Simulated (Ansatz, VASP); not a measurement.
# One calculation of WF3, two programs

```
W F
1.0
     3.44131    0.00000    0.00000
     0.00000    3.44131    0.00000
     0.00000    0.00000    3.44131
W F
1 3
Direct
  0.00000 0.00000 0.00000
  0.50000 0.50000 0.00000
  0.00000 0.50000 0.50000
  0.50000 0.00000 0.50000
```

Change from the starting cell: species swapped into the SrPb3 type (P4/mmm, No. 123).

Alike in both runs: functional PBE; k mesh 14 × 14 × 14; occupations gaussian, width 0.1 eV; collinear spin.

Ansatz relaxed the structure, and its values are those at the end. VASP's run is a single point on that final structure, the one shown.

|  | VASP | Ansatz |
| --- | --- | --- |
| version | VASP 6.6.1 | Ansatz 0.2.0 |
| potentials or method | VASP PAW PBE potentials, release 64 (W_sv, F), cutoff 520 eV | scalar-relativistic, plane waves, PAW |
| valence electrons in the cell | 35 | 35 |

```tsv
	VASP	Ansatz	Ansatz less VASP
gap on the k mesh at the Fermi level (eV)	none	none	-
pressure (GPa)	0.1	0.0	-0.14
net moment per atom (μB)	0.69	0.69	+0.001
size of the moment on the site where the two differ most (μB)	2.34	1.89	-0.452
```

Site moments also hang on the region over which each program counts them. A gap of «none» marks a metal or a gap that the smearing closes.

Neither program's run includes spin-orbit coupling.
